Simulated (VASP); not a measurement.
# Cu (I4/mmm) in VASP: notebook

Runs on Cu. Level: PBEsol. Tasks: single point.

All numbers are computed with VASP 6.6.1; they aren't measurements. Logs are shortened: lines on timing, memory, paths and dates and some standing lists are left out, and cuts for length are marked.

**1. The cell of the first run**

The structure is tetragonal, space group I4/mmm (No. 139). Conventional cell: a = 2.543 Å, b = 2.543 Å, c = 3.615 Å, α = 90.00°, β = 90.00°, γ = 90.00°. Cu (site symmetry 4/mmm) has 12 Cu at 2.54 to 2.55 Å within 3.4 Å.

**2. Single point, PBEsol (strain -0.0050 x Voigt [1, 1, 0, 0, 0, 0])**

INCAR reads:

```
ALGO = Fast
EDIFF = 1E-6
ENCUT = 520
GGA = PS
ISIF = 2
ISMEAR = 0
LASPH = True
LCHARG = False
LREAL = False
LWAVE = False
NBANDS = 12
NELM = 80
PREC = Accurate
SIGMA = 0.15
```

KPOINTS reads:

```
k-points
0
Gamma
  22 22 22
```

POSCAR reads:

```
Cu
1.0
    0.0000000000      1.7984625000      1.8075000000
    1.7984625000      0.0000000000      1.8075000000
    1.7984625000      1.7984625000      0.0000000000
Cu
1
Direct
    0.0000000000      0.0000000000      0.0000000000
```

Potentials or basis: VASP PAW PBE potentials, release 64 (Cu).

Started as:

```
$ cat potpaw_PBE.64/Cu/POTCAR > POTCAR
$ mpirun -np 1 vasp_std > vasp.out
```

OUTCAR:

```text
EDIFF = 1E-6
   ENCUT = 520
   GGA = PS
   ISIF = 2
   ISMEAR = 0
   LASPH = True
   LREAL = False
   NELM = 80
   PREC = Accurate

 ion  position               nearest neighbor table
   1  0.000  0.000  0.000-

  LATTYP: Found a body centered tetragonal cell.
 ALAT       =     2.5434100589
 C/A-ratio  =     1.4213201632

  Lattice vectors:

 A1 = (  -1.7984625000,   0.0000000000,   1.8075000000)
 A2 = (   1.7984625000,   0.0000000000,   1.8075000000)
 A3 = (   0.0000000000,   1.7984625000,  -1.8075000000)

Analysis of symmetry for initial positions (statically):
=====================================================================
 Subroutine PRICEL returns:
 Original cell was already a primitive cell.

 Routine SETGRP: Setting up the symmetry group for a
 body centered tetragonal supercell.

 Subroutine GETGRP returns: Found 16 space group operations
 (whereof 16 operations were pure point group operations)
 out of a pool of 16 trial point group operations.

The static configuration has the point symmetry D_4h.

Analysis of symmetry for dynamics (positions and initial velocities):
=====================================================================
 Subroutine PRICEL returns:
 Original cell was already a primitive cell.

 Routine SETGRP: Setting up the symmetry group for a
 body centered tetragonal supercell.

 Subroutine GETGRP returns: Found 16 space group operations
 (whereof 16 operations were pure point group operations)
 out of a pool of 16 trial point group operations.

The dynamic configuration has the point symmetry D_4h.

 Subroutine INISYM returns: Found 16 space group operations
 (whereof 16 operations are pure point group operations),
 and found     1 'primitive' translations

----------------------------------------------------------------------------------------

                                     Primitive cell

  volume of cell :      11.6926

  direct lattice vectors                    reciprocal lattice vectors
     0.000000000  1.798462500  1.807500000    -0.278015249  0.278015249  0.276625173
     1.798462500  0.000000000  1.807500000     0.278015249 -0.278015249  0.276625173
     1.798462500  1.798462500  0.000000000     0.278015249  0.278015249 -0.276625173

  length of vectors
     2.549808545  2.549808545  2.543410059     0.480735316  0.480735316  0.480735316

  position of ions in fractional coordinates (direct lattice)
     0.000000000  0.000000000  0.000000000

  ion indices of the primitive-cell ions
   primitive index   ion index
                 1           1

----------------------------------------------------------------------------------------

 KPOINTS: k-points

Automatic generation of k-mesh.
 Grid dimensions read from file:
 generate k-points for:   22   22   22

 Generating k-lattice:

  Cartesian coordinates                     Fractional coordinates (reciprocal lattice)
    -0.012637057  0.012637057  0.012573871     0.045454545 -0.000000000  0.000000000
     0.012637057 -0.012637057  0.012573871    -0.000000000  0.045454545  0.000000000
     0.012637057  0.012637057 -0.012573871     0.000000000  0.000000000  0.045454545

  Length of vectors
     0.021851605  0.021851605  0.021851605

  Shift w.r.t. Gamma in fractional coordinates (k-lattice)
     0.000000000  0.000000000  0.000000000

 Subroutine IBZKPT returns following result:
 ===========================================

 Found    834 irreducible k-points:

 Following reciprocal coordinates:
            Coordinates               Weight
  0.000000  0.000000  0.000000      1.000000
  0.045455  0.000000  0.000000      8.000000
  0.090909  0.000000  0.000000      8.000000
  0.136364  0.000000  0.000000      8.000000
  0.181818  0.000000  0.000000      8.000000
  0.227273  0.000000  0.000000      8.000000
[... 16 lines left out ...]
  0.500000  0.045455  0.000000      8.000000
 -0.454545  0.045455  0.000000      8.000000
 [... further k-points ...]
   k-points           NKPTS =    834   k-points in BZ     NKDIM =    834   number of bands    NBANDS=     12
   number of dos      NEDOS =    301   number of ions     NIONS =      1
   total plane-waves  NPLWV =   8000
   dimension x,y,z NGX =    20 NGY =   20 NGZ =   20
   dimension x,y,z NGXF=    40 NGYF=   40 NGZF=   40
   ions per type =               1
   NGX,Y,Z   is equivalent  to a cutoff of  13.04, 13.04, 13.07 a.u.
   NGXF,Y,Z  is equivalent  to a cutoff of  26.08, 26.08, 26.15 a.u.
 SYSTEM =  unknown system
   PREC   = accura    normal or accurate (medium, high low for compatibility)
   ISTART =      0    job   : 0-new  1-cont  2-samecut
   ICHARG =      2    charge: 1-file 2-atom 10-const
   ISPIN  =      1    spin polarized calculation?
   LNONCOLLINEAR =      F non collinear calculations
   LSORBIT =      F    spin-orbit coupling
   LASPH  =      T    aspherical Exc in radial PAW
   ENCUT  =  520.0 eV  38.22 Ry    6.18 a.u.   4.74  4.74  4.73*2*pi/ulx,y,z
   NELM   =     80;   NELMIN=  2; NELMDL= -5     # of ELM steps
   EDIFF  = 0.1E-05   stopping-criterion for ELM
   LREAL  =      F    real-space projection
   EDIFFG = 0.1E-04   stopping-criterion for IOM
   NSW    =      0    number of steps for IOM
   IBRION =     -1    ionic relax: 0-MD 1-quasi-New 2-CG
   NFREE  =      0    steps in history (QN), initial steepest desc. (CG)
   ISIF   =      2    stress and relaxation
   ISYM   =      2    0-nonsym 1-usesym 2-fastsym
   POTIM  = 0.5000    time-step for ionic-motion
   TEBEG  =    0.0;   TEEND  =   0.0 temperature during run
   PSTRESS=    0.0 pullay stress
   NELECT =      11.0000    total number of electrons
   NUPDOWN=      -1.0000    fix difference up-down
   EMIN   =  10.00;   EMAX   =-10.00  energy-range for DOS
   EFERMI =   0.00;   METHOD = LEGACY
   ISMEAR =     0;   SIGMA  =   0.15  broadening in eV -4-tet -1-fermi 0-gaus
   EFERMI_NEDOS =   21; number of points for ismear=-14 and -15
   IALGO  =     68    algorithm
   IMIX   =      4    mixing-type and parameters
     AMIX     =   0.40;   BMIX     =  1.00
     AMIX_MAG =   1.60;   BMIX_MAG =  1.00
  volume/ion in A,a.u.               =      11.69        78.91
  Fermi-wavevector in a.u.,A,eV,Ry     =   1.604115  3.031337 35.010285  2.573183
  Thomas-Fermi vector in A             =   2.700670
   LORBIT       =      0    0 simple, 1 ext, 2 COOP (PROOUT), +10 PAW based schemes
   GGA     = PS    functional components
   LHFCALC =     F    Hartree Fock is set to
   AEXX    =    0.0000 exact exchange contribution
   IVDW    =     0    specifies the selected vdW correction
   LEPSILON=     F    determine dielectric tensor
   LRPA    =     F    only Hartree local field effects (RPA)
 non-spin polarized calculation
 RMM-DIIS sequential band-by-band and
 Gauss-broadening in eV      SIGMA  =   0.15
  energy-cutoff  :      520.00
  volume of cell :       11.69
 maximum number of plane-waves:       331
   NGX =  9   NGY =  9   NGZ =  9

 number of electron      11.0000005 magnetization

 Free energy of the ion-electron system (eV)
  ---------------------------------------------------
  ext. energy  EPLUGINS =         0.00000000
  ---------------------------------------------------
  free energy    TOTEN  =        -4.30662370 eV

  energy without entropy =       -4.30386326  energy(sigma->0) =       -4.30524348

 E-fermi :   7.5119     XC(G=0): -12.9663

 val. band max:        7.4989715687   @ k =   0.5000   0.1364   0.3182
 cond. band min:       7.5180513254   @ k =  -0.1818   0.3182   0.1818
 fundamental gap:      0.0190797567
 Fermi energy:         7.5118832414

 k-point     1 :       0.0000    0.0000    0.0000
  band No.  band energies     occupation
      1      -1.9408      2.00000
      2       4.4514      2.00000
      3       4.4763      2.00000
      4       4.4763      2.00000
      5       5.3005      2.00000
      6       5.3254      2.00000
      7      30.1882      0.00000
      8      32.8663      0.00000
      9      32.8865      0.00000
     10      32.8865      0.00000
     11      35.3607      0.00000
     12      35.3628      0.00000

 k-point     2 :       0.0455    0.0000    0.0000
  band No.  band energies     occupation
      1      -1.8649      2.00000
      2       4.4467      2.00000
      3       4.4792      2.00000
      4       4.4910      2.00000
      5       5.2947      2.00000
      6       5.3192      2.00000
      7      29.8022      0.00000
      8      31.7587      0.00000
      9      32.6095      0.00000
     10      32.6263      0.00000
     11      35.7297      0.00000
     12      35.7402      0.00000

 k-point     3 :       0.0909    0.0000    0.0000
  band No.  band energies     occupation
      1      -1.6387      2.00000
      2       4.4039      2.00000
      3       4.5159      2.00000
      4       4.5315      2.00000
      5       5.2811      2.00000
      6       5.3042      2.00000
      7      28.1246      0.00000
      8      31.0194      0.00000
      9      32.0747      0.00000
     10      32.0995      0.00000
     11      36.5638      0.00000
     12      36.5733      0.00000

 k-point     4 :       0.1364    0.0000    0.0000
  band No.  band energies     occupation
      1      -1.2678      2.00000
      2       4.3372      2.00000
      3       4.5686      2.00000
      4       4.5854      2.00000
      5       5.2715      2.00000
      6       5.2918      2.00000
      7      25.8185      0.00000
      8      30.7798      0.00000
      9      31.5178      0.00000
     10      31.5529      0.00000
     11      37.2519      0.00000
     12      37.4746      0.00000

 k-point     5 :       0.1818    0.0000    0.0000
  band No.  band energies     occupation
      1      -0.7630      2.00000
      2       4.2653      2.00000
      3       4.6125      2.00000
      4       4.6313      2.00000
      5       5.2864      2.00000
      6       5.3021      2.00000
      7      23.4534      0.00000
      8      30.5501      0.00000
      9      31.0184      0.00000
     10      31.0647      0.00000
     11      37.2017      0.00000
     12      37.5634      0.00000

 k-point     6 :       0.2273    0.0000    0.0000
  band No.  band energies     occupation
      1      -0.1446      2.00000
      2       4.2133      2.00000
      3       4.6249      2.00000
      4       4.6464      2.00000
      5       5.3452      2.00000
      6       5.3550      2.00000
      7      21.1436      0.00000
      8      30.2458      0.00000
      9      30.5991      0.00000
     10      30.6570      0.00000
     11      36.5630      0.00000
     12      36.7911      0.00000

 k-point     7 :       0.2727    0.0000    0.0000
  band No.  band energies     occupation
      1       0.5483      2.00000
      2       4.2218      2.00000
      3       4.6017      2.00000
      4       4.6251      2.00000
      5       5.4474      2.00000
      6       5.4516      2.00000
      7      18.9286      0.00000
      8      29.8823      0.00000
      9      30.2621      0.00000
     10      30.3344      0.00000
     11      35.4942      0.00000
     12      35.7083      0.00000

 k-point     8 :       0.3182    0.0000    0.0000
  band No.  band energies     occupation
      1       1.2406      2.00000
      2       4.3604      2.00000
      3       4.5567      2.00000
      4       4.5813      2.00000
      5       5.5723      2.00000
      6       5.5729      2.00000
      7      16.8359      0.00000
      8      29.5062      0.00000
      9      30.0040      0.00000
     10      30.0951      0.00000
     11      34.5299      0.00000
     12      34.7265      0.00000
[... 166 lines left out ...]
 k-point    20 :       0.3636    0.0455    0.0000
  band No.  band energies     occupation
      1       1.6919      2.00000
      2       4.4884      2.00000
      3       4.5042      2.00000
      4       4.5765      2.00000
      5       5.6915      2.00000
      6       5.7183      2.00000
      7      15.5825      0.00000
      8      28.6541      0.00000
      9      28.7705      0.00000
     10      30.5315      0.00000
     11      33.6429      0.00000
     12      35.4148      0.00000

 k-point    21 :       0.4091    0.0455    0.0000
  band No.  band energies     occupation
      1       2.1183      2.00000
      2       4.4480      2.00000
      3       4.5303      2.00000
      4       4.9466      2.00000
      5       5.8111      2.00000
      6       5.9369      2.00000
      7      13.7790      0.00000
      8      28.5096      0.00000
      9      28.6728      0.00000
     10      29.8793      0.00000
     11      33.4839      0.00000
     12      34.6334      0.00000

 k-point    22 :       0.4545    0.0455    0.0000
  band No.  band energies     occupation
      1       2.3350      2.00000
      2       4.4131      2.00000
      3       4.4946      2.00000
      4       5.3835      2.00000
      5       5.8702      2.00000
      6       6.3528      2.00000
      7      12.2834      0.00000
      8      28.2471      0.00000
      9      28.8289      0.00000
     10      29.4247      0.00000
     11      33.4544      0.00000
     12      33.9940      0.00000

 k-point    23 :       0.5000    0.0455    0.0000
  band No.  band energies     occupation
      1       2.4130      2.00000
      2       4.3985      2.00000
      3       4.4753      2.00000
      4       5.5706      2.00000
      5       5.8861      2.00000
      6       6.7924      2.00000
      7      11.3991      0.00000
      8      27.9734      0.00000
      9      29.1249      0.00000
     10      29.2127      0.00000
     11      33.5035      0.00000
     12      33.5600      0.00000

 k-point    24 :      -0.4545    0.0455    0.0000
  band No.  band energies     occupation
      1       2.3992      2.00000
      2       4.4054      2.00000
      3       4.4756      2.00000
      4       5.5540      2.00000
      5       5.8552      2.00000
      6       6.6955      2.00000
      7      11.5882      0.00000
      8      27.7291      0.00000
      9      29.2220      0.00000
     10      29.5547      0.00000
     11      33.1710      0.00000
     12      33.7971      0.00000

 [... further k-points ...]
[... 5 lines left out ...]
  --------------------------------------------------------------------------------------
  -------------------------------------------------------------------------------------
  Total       -0.3214157     -0.3214157     -0.3429573      0.0000000     -0.0000000      0.0000000
  in kB      -44.0419598    -44.0419598    -46.9936953      0.0000000     -0.0000000      0.0000000
  external PRESSURE =     -45.0258716 kB  Pullay stress =       0.0000000 kB

 VOLUME and BASIS-vectors are now :
 -----------------------------------------------------------------------------
  energy-cutoff  :      520.00
  volume of cell :       11.69
      direct lattice vectors                 reciprocal lattice vectors
     0.000000000  1.798462500  1.807500000    -0.278015249  0.278015249  0.276625173
     1.798462500  0.000000000  1.807500000     0.278015249 -0.278015249  0.276625173
     1.798462500  1.798462500  0.000000000     0.278015249  0.278015249 -0.276625173

 POSITION                                       TOTAL-FORCE (eV/Angst)
 -----------------------------------------------------------------------------------
      0.00000      0.00000      0.00000         0.000000      0.000000      0.000000
 -----------------------------------------------------------------------------------
    total drift:                                0.000000      0.000000      0.000000

  FREE ENERGIE OF THE ION-ELECTRON SYSTEM (eV)
  ---------------------------------------------------
  free  energy   TOTEN  =        -4.3066236983 eV

  energy  without entropy=       -4.3038632583  energy(sigma->0) =       -4.30524348
```

Run time: 48 s. Hardware: 1 thread of Intel Xeon 6975P-C (Granite Rapids), shared host; peak memory 0.22 GiB.

What came out:

```yaml
Free_energy: -4.3066 eV
Pressure: -4.5 GPa
```

Levels at points of the mesh, in eV from the Fermi level:
```
           k point  band 3  band 4  band 5  band 6  band 7  band 8  band 9  band 10
(0.00, 0.00, 0.00)   -3.04   -3.04   -2.21   -2.19   22.68   25.35   25.37    25.37
(0.50, 0.00, 0.00)   -3.06   -1.63   -1.62   -1.06    3.80   21.15   22.11    22.27
(0.50, 0.50, 0.00)   -1.64   -1.48   -1.48    1.39    7.09   13.20   13.20    17.73
(0.50, 0.00, 0.50)   -1.64   -1.49   -1.47    1.50    7.22   13.08   13.09    17.63
```

Caveat: the cell differs from its parent crystal (strain -0.0050 x Voigt [1, 1, 0, 0, 0, 0]); the PAW data sets were made with another functional, which shifts forces and pressure a little.

**3. Single point, PBEsol (strain +0.0050 x Voigt [1, 1, 0, 0, 0, 0])**

INCAR reads:

```
ALGO = Normal ; EDIFF = 1E-6
ENCUT = 520 ; GGA = PS
ISIF = 2 ; ISMEAR = 0
LASPH = True ; LCHARG = False
LREAL = False ; LWAVE = False
NBANDS = 12 ; NELM = 100
PREC = Accurate ; SIGMA = 0.15
```

KPOINTS is that of step 2.

POSCAR reads:

```
Cu
1.0
    0.0000000000      1.8165375000      1.8075000000
    1.8165375000      0.0000000000      1.8075000000
    1.8165375000      1.8165375000      0.0000000000
Cu
1
Direct
    0.0000000000      0.0000000000      0.0000000000
```

Potentials or basis: VASP PAW PBE potentials, release 64 (Cu).

Started as:

```
$ cat potpaw_PBE.64/Cu/POTCAR > POTCAR
$ mpirun -np 1 vasp_std > vasp.out
```

Run time: 37 s. Hardware: 1 thread of Intel Xeon 6975P-C (Granite Rapids), shared host; peak memory 0.22 GiB.

It converged, with:

```
Free energy : -4.2982 eV
Pressure    : -7.1 GPa
```

Stress tensor (GPa, compression positive):
```
-7.19  0.00  0.00
 0.00 -7.19  0.00
 0.00  0.00 -6.92
```

Levels at points of the mesh, in eV from the Fermi level:
```
           k point  band 4  band 5  band 6  band 7  band 8  band 9
(0.00, 0.00, 0.00)   -2.96   -2.17   -2.15   22.52   25.05   25.05
(0.50, 0.00, 0.00)   -1.61   -1.60   -0.99    3.70   21.01   21.79
(0.50, 0.50, 0.00)   -1.46   -1.46    1.55    7.13   12.89   12.89
(0.50, 0.00, 0.50)   -1.47   -1.46    1.44    7.00   13.01   13.02
```

Caveat: the cell differs from its parent crystal (strain +0.0050 x Voigt [1, 1, 0, 0, 0, 0]); the PAW data sets were made with another functional, which shifts forces and pressure a little.
